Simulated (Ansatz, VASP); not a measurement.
## Two plane-wave programs on ZrB2

The input INCAR:

```
SYSTEM = ZrB2
PREC = Accurate
ENCUT = 500
EDIFF = 1E-7
ISMEAR = 0
SIGMA = 0.1
LREAL = .False.
LASPH = .True.
NELM = 120
ALGO = Normal
ISIF = 3
LWAVE = .False.
LCHARG = .False.
GGA = PE
IVDW = 12
IBRION = 2
NSW = 100
EDIFFG = -0.002
GGA_COMPAT = .False.
NELMIN = 4
```

Contents of KPOINTS:

```
Automatic mesh
0
Gamma
  15 15 12
  0 0 0
```

File POSCAR:

```
ZrB2
1.0
    3.1675246600      0.0000000000      0.0000000000
   -1.5837623300      2.7431568200      0.0000000000
    0.0000000000      0.0000000000      3.5523880600
Zr B
1 2
Direct
    0.0000000000      0.0000000000      0.0000000000
    0.3333333300      0.6666666700      0.5000000000
    0.6666666700      0.3333333300      0.5000000000
```

Input for Ansatz:

```yaml
crystal:
  lattice:
    - [3.16752466, 0.0, 0.0]
    - [-1.58376233, 2.74315682, 0.0]
    - [0.0, 0.0, 3.55238806]
  atoms:
    - { symbol: Zr, position: [0.0, 0.0, 0.0] }
    - { symbol: B, position: [0.33333333, 0.66666667, 0.5] }
    - { symbol: B, position: [0.66666667, 0.33333333, 0.5] }
basis:
  ecutwfc: 420
kpoints:
  mp_grid: { grid: [15, 15, 12] }
hamiltonian:
  xc: pbe
  dispersion: d3bj
  pseudopotentials: { kind: paw, azcp: { folder: soft_1 } }
scf:
  occupations: { method: gaussian, width: 0.1 }
output:
  forces: true
  stress: true
  eigenvalues: true
relax:
  adjacent_minimum: "off"
  f_tol: 0.002
  max_steps: 80
  cell: { stress_tol: 0.02 }
```

Alike in both runs: task relaxation of cell and atoms; functional PBE; dispersion D3(BJ); k mesh 15 × 15 × 12; occupations gaussian, width 0.1 eV; no spin polarisation.

|  | VASP | Ansatz |
| --- | --- | --- |
| version | VASP 6.6.1 | Ansatz 0.2.0 |
| potentials or method | VASP PAW PBE potentials, release 64 (Zr_sv, B), cutoff 500 eV | scalar-relativistic, plane waves, PAW |
| valence electrons in the cell | 18 | 18 |

VASP gave:

| Quantity | Value |
| --- | --- |
| gap on the k mesh at the Fermi level, each at its own relaxed structure (eV) | none |
| relaxed volume (Å³/atom) | 10.03 |
| relaxed cell length with the largest relative difference (Å) | 3.511 |

**Question.** Estimate Ansatz's values.

**Answer.** gap on the k mesh at the Fermi level, each at its own relaxed structure (eV): none; relaxed volume (Å³/atom): 10.02; relaxed cell length with the largest relative difference (Å): 3.510.

A gap of «none» marks a metal or a gap that the smearing closes.
